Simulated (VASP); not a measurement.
# Mg (Im-3m) in VASP: single point with PBE

Aim: the single point of Mg with PBE.

Everything below comes from runs of VASP 6.6.1. Logs are shortened: lines on timing, memory, paths and dates and some standing lists are left out, and cuts for length are marked.

## (1) The cell of the first run

It takes space group Im-3m (No. 229, cubic). The conventional cell has a = 3.575 Å, b = 3.575 Å, c = 3.575 Å, α = 90.00°, β = 90.00°, γ = 90.00°. Mg (site symmetry m-3m) has 14 Mg at 3.10 to 3.58 Å within 4.1 Å.

## (2) Single point, PBE

Input file INCAR:

```
PREC     = Accurate       # precision mode
ENCUT    = 600            # plane-wave cutoff, eV
EDIFF    = 1E-6           # SCF threshold, eV
ISMEAR   = 0              # smearing method
SIGMA    = 0.05           # smearing width, eV
LREAL    = F              # projectors in reciprocal space
LASPH    = T              # aspherical terms in the spheres
NELM     = 120            # most SCF steps
ALGO     = Normal         # electronic algorithm
ISIF     = 2              # what is computed and relaxed
LWAVE    = F              # write WAVECAR
LCHARG   = F              # write CHGCAR
GGA      = PE             # functional
NBANDS   = 7              # bands
GGA_COMPAT= F
```

Input file KPOINTS:

```
Automatic mesh
0
Gamma
  8 8 8
```

Input file POSCAR:

```
Mg
1.0
   -1.7876214303      1.7876214303      1.7876214303
    1.7876214303     -1.7876214303      1.7876214303
    1.7876214303      1.7876214303     -1.7876214303
Mg
1
Direct
    0.0000000000      0.0000000000      0.0000000000
```

Potentials or basis: VASP PAW PBE potentials, release 64 (Mg).

Command:

```sh
$ cat potpaw_PBE.64/Mg/POTCAR > POTCAR
$ mpirun -np 1 vasp_std > vasp.out
```

OUTCAR:

```text
PREC = Accurate
   ENCUT = 600
   EDIFF = 1E-6
   ISMEAR = 0
   LREAL = F
   LASPH = T
   NELM = 120
   ISIF = 2
   GGA = PE

 ion  position               nearest neighbor table
   1  0.000  0.000  0.000-

  LATTYP: Found a body centered cubic cell.
 ALAT       =     3.5752428606

  Lattice vectors:

 A1 = (  -1.7876214303,   1.7876214303,   1.7876214303)
 A2 = (   1.7876214303,  -1.7876214303,   1.7876214303)
 A3 = (   1.7876214303,   1.7876214303,  -1.7876214303)

Analysis of symmetry for initial positions (statically):
=====================================================================
 Subroutine PRICEL returns:
 Original cell was already a primitive cell.

 Routine SETGRP: Setting up the symmetry group for a
 body centered cubic supercell.

 Subroutine GETGRP returns: Found 48 space group operations
 (whereof 48 operations were pure point group operations)
 out of a pool of 48 trial point group operations.

The static configuration has the point symmetry O_h .

Analysis of symmetry for dynamics (positions and initial velocities):
=====================================================================
 Subroutine PRICEL returns:
 Original cell was already a primitive cell.

 Routine SETGRP: Setting up the symmetry group for a
 body centered cubic supercell.

 Subroutine GETGRP returns: Found 48 space group operations
 (whereof 48 operations were pure point group operations)
 out of a pool of 48 trial point group operations.

The dynamic configuration has the point symmetry O_h .

 Subroutine INISYM returns: Found 48 space group operations
 (whereof 48 operations are pure point group operations),
 and found     1 'primitive' translations

----------------------------------------------------------------------------------------

                                     Primitive cell

  volume of cell :      22.8500

  direct lattice vectors                    reciprocal lattice vectors
    -1.787621430  1.787621430  1.787621430     0.000000000  0.279701279  0.279701279
     1.787621430 -1.787621430  1.787621430     0.279701279  0.000000000  0.279701279
     1.787621430  1.787621430 -1.787621430     0.279701279  0.279701279  0.000000000

  length of vectors
     3.096251142  3.096251142  3.096251142     0.395557342  0.395557342  0.395557342

  position of ions in fractional coordinates (direct lattice)
     0.000000000  0.000000000  0.000000000

  ion indices of the primitive-cell ions
[... 75 lines left out ...]
   LREAL  =      F    real-space projection
   EDIFFG = 0.1E-04   stopping-criterion for IOM
   NSW    =      0    number of steps for IOM
   IBRION =     -1    ionic relax: 0-MD 1-quasi-New 2-CG
   NFREE  =      0    steps in history (QN), initial steepest desc. (CG)
   ISIF   =      2    stress and relaxation
   ISYM   =      2    0-nonsym 1-usesym 2-fastsym
   POTIM  = 0.5000    time-step for ionic-motion
   TEBEG  =    0.0;   TEEND  =   0.0 temperature during run
   PSTRESS=    0.0 pullay stress
   NELECT =       2.0000    total number of electrons
   NUPDOWN=      -1.0000    fix difference up-down
   EMIN   =  10.00;   EMAX   =-10.00  energy-range for DOS
   EFERMI =   0.00;   METHOD = LEGACY
   ISMEAR =     0;   SIGMA  =   0.05  broadening in eV -4-tet -1-fermi 0-gaus
   EFERMI_NEDOS =   21; number of points for ismear=-14 and -15
   IALGO  =     38    algorithm
   IMIX   =      4    mixing-type and parameters
     AMIX     =   0.40;   BMIX     =  1.00
     AMIX_MAG =   1.60;   BMIX_MAG =  1.00
  volume/ion in A,a.u.               =      22.85       154.20
  Fermi-wavevector in a.u.,A,eV,Ry     =   0.726869  1.373583  7.188476  0.528338
  Thomas-Fermi vector in A             =   1.817950
   LORBIT       =      0    0 simple, 1 ext, 2 COOP (PROOUT), +10 PAW based schemes
   GGA     = PE    functional components
   LHFCALC =     F    Hartree Fock is set to
   AEXX    =    0.0000 exact exchange contribution
   IVDW    =     0    specifies the selected vdW correction
   LEPSILON=     F    determine dielectric tensor
   LRPA    =     F    only Hartree local field effects (RPA)
 non-spin polarized calculation
 Gauss-broadening in eV      SIGMA  =   0.05
  energy-cutoff  :      600.00
  volume of cell :       22.85
 maximum number of plane-waves:       784
 NGX is ok and might be reduce to    28
   NGX = 13   NGY = 13   NGZ = 13

 number of electron       2.0000000 magnetization

 Free energy of the ion-electron system (eV)
  ---------------------------------------------------
  ext. energy  EPLUGINS =         0.00000000
  ---------------------------------------------------
  free energy    TOTEN  =        -1.47014584 eV

  energy without entropy =       -1.46927269  energy(sigma->0) =       -1.46970926

 E-fermi :   2.5291     XC(G=0):  -8.5097

 val. band max:        2.4601014813   @ k =   0.3750   0.1250   0.1250
 cond. band min:       2.5317702668   @ k =   0.5000   0.5000   0.2500
 fundamental gap:      0.0716687854
 Fermi energy:         2.5290556989

 k-point     1 :       0.0000    0.0000    0.0000
  band No.  band energies     occupation
      1      -4.2907      2.00000
      2      15.7217      0.00000
      3      15.7217      0.00000
      4      15.7217      0.00000
      5      17.7420      0.00000
      6      17.7420      0.00000
      7      17.8464      0.00000
[... 221 lines left out ...]
 k-point    24 :      -0.3750    0.3750    0.2500
  band No.  band energies     occupation
      1       0.3905      2.00000
      2       5.9066      0.00000
      3       8.1273      0.00000
      4       9.4226      0.00000
      5      11.9725      0.00000
      6      16.9004      0.00000
      7      18.4614      0.00000

 [... further k-points ...]

------------------------ aborting loop because EDIFF is reached ----------------------------------------

  FORCE on cell =-STRESS in cart. coord.  units (eV):
  Direction    XX          YY          ZZ          XY          YZ          ZX
  --------------------------------------------------------------------------------------
  -------------------------------------------------------------------------------------
  Total       -0.0189075     -0.0189075     -0.0189075      0.0000000      0.0000000      0.0000000
  in kB       -1.3257369     -1.3257369     -1.3257369      0.0000000      0.0000000      0.0000000
  external PRESSURE =      -1.3257369 kB  Pullay stress =       0.0000000 kB

 VOLUME and BASIS-vectors are now :
 -----------------------------------------------------------------------------
  energy-cutoff  :      600.00
  volume of cell :       22.85
      direct lattice vectors                 reciprocal lattice vectors
    -1.787621430  1.787621430  1.787621430     0.000000000  0.279701279  0.279701279
     1.787621430 -1.787621430  1.787621430     0.279701279  0.000000000  0.279701279
     1.787621430  1.787621430 -1.787621430     0.279701279  0.279701279  0.000000000

 POSITION                                       TOTAL-FORCE (eV/Angst)
 -----------------------------------------------------------------------------------
      0.00000      0.00000      0.00000        -0.000000     -0.000000      0.000000
 -----------------------------------------------------------------------------------
    total drift:                               -0.000000     -0.000000     -0.000000

  FREE ENERGIE OF THE ION-ELECTRON SYSTEM (eV)
  ---------------------------------------------------
  free  energy   TOTEN  =        -1.4701458384 eV

  energy  without entropy=       -1.4692726879  energy(sigma->0) =       -1.46970926
```

stdout:

```text
POSCAR found type information on POSCAR Mg
 POSCAR found :  1 types and       1 ions
 scaLAPACK will be used
 LDA part: xc-table for (Slater+PW92), standard interpolation
 POSCAR, INCAR and KPOINTS ok, starting setup
 FFT: planning ... GRIDC
 FFT: planning ... GRID_SOFT
 FFT: planning ... GRID
 WAVECAR not read
 entering main loop
```

Run time: 6.2 s. Hardware: 1 thread of Intel Xeon 6975P-C (Granite Rapids), shared host; peak memory 0.15 GiB.

Results:

```
Free energy            : -1.4701 eV
Pressure               : -0.1 GPa
Band gap on the k mesh : zero (band 1 reaches 6.54 eV, above the bottom of band 2 at 1.76 eV)
```

Levels at points of the mesh, in eV from the Fermi level:
```
           k point  band 1  band 2  band 3  band 4
(0.00, 0.00, 0.00)   -6.82   13.19   13.19   13.19
(0.50, 0.00, 0.00)   -1.35   -0.77    8.79    9.51
(0.50, 0.50, 0.50)    4.01    4.01    4.01    4.15
```
